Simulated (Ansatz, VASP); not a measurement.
**Two plane-wave programs on CrC5**

```
CELL_PARAMETERS angstrom
2.49587 0.00000 0.00000
-1.24793 2.16148 0.00000
0.00000 0.00000 21.98741
ATOMIC_POSITIONS crystal
Cr 0.66667 0.33333 0.54714
Cr 0.33333 0.66667 0.45286
C 0.00000 0.00000 0.81769
C 0.66667 0.33333 0.81766
C 0.33333 0.66667 0.99997
C 0.66667 0.33333 0.00003
C 0.00000 0.00000 0.18231
C 0.33333 0.66667 0.18234
C 0.00000 0.00000 0.63635
C 0.33333 0.66667 0.63621
C 0.00000 0.00000 0.36365
C 0.66667 0.33333 0.36379
```

Alike in both runs: functional PBE; k mesh 7 × 7 × 1; occupations gaussian, width 0.2 eV; collinear spin.

Ansatz relaxed the structure, and its values are those at the end. VASP's run is a single point on that final structure, the one shown.

|  | VASP | Ansatz |
| --- | --- | --- |
| version | VASP 6.6.1 | Ansatz 0.2.0 |
| potentials or method | VASP PAW PBE potentials, release 64 (Cr_pv, C), cutoff 520 eV | scalar-relativistic, plane waves, PAW |
| valence electrons in the cell | 64 | 68 |

|  | VASP | Ansatz | Ansatz less VASP |
| --- | --- | --- | --- |
| gap on the k mesh at the Fermi level (eV) | none | none | - |
| pressure (GPa) | 0.3 | 0.0 | -0.32 |
| rms of the force components (eV/Å) | 0.009 | 0.008 | -0.0016 |
| net moment per atom (μB) | 0.09 | 0.09 | 0.000 |
| size of the moment on the site where the two differ most (μB) | 0.53 | 0.49 | -0.032 |

Site moments also hang on the region over which each program counts them. A gap of «none» marks a metal or a gap that the smearing closes. With one functional, cell and mesh, what is left measures potentials, basis and numerics. VASP's potentials hold 64 valence electrons a cell and Ansatz's 68, so a difference there can come from the potentials and not from the codes.

The k mesh is coarse, so the values compare programs but aren't converged.
